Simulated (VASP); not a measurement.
The system is AlAs.

```xyz
2
Lattice="0.0000 2.8642 2.8642 2.8642 0.0000 2.8642 2.8642 2.8642 0.0000" Properties=species:S:1:pos:R:3 pbc="T T T"
Al    0.0000    0.0000    0.0000
As    1.4321    1.4321    1.4321
```

| Quantity | Value |
| --- | --- |
| Program | VASP 6.6.1 |
| Task | relaxation of cell and atoms |
| Functional | PBEsol |
| Potentials or basis | VASP PAW PBE potentials, release 64 (Al, As) |
| Cutoff | 500 eV |
| k mesh | 8 × 8 × 8 |
| Occupations | fermi-dirac, width 0.02 eV |
| Spin | no spin polarisation |

At the start: pressure -1.7 GPa; volume 23.50 Å³/atom.

Q: Where does the relaxation end?

A: Over 3 steps the energy falls by 3.1 meV/atom and the volume is 22.93 Å³/atom (-2.4 %); space group F-43m (No. 216, to 0.05 Å).

The path:
```tsv
step	energy change (eV)	largest force (eV/Å)	pressure (GPa)	volume (Å³)
1	0.0000	0.0000	-1.68	46.99
2	-0.0047	0.0000	0.85	45.34
3	-0.0061	0.0000	0.00	45.85
```

Final structure:
```
Al As
1.0
     0.00000    2.84085    2.84085
     2.84085    0.00000    2.84085
     2.84085    2.84085    0.00000
Al As
1 1
Direct
  0.00000 0.00000 0.00000
  0.25000 0.25000 0.25000
```

Caveat: the PAW data sets were made with another functional, which shifts forces and pressure a little.
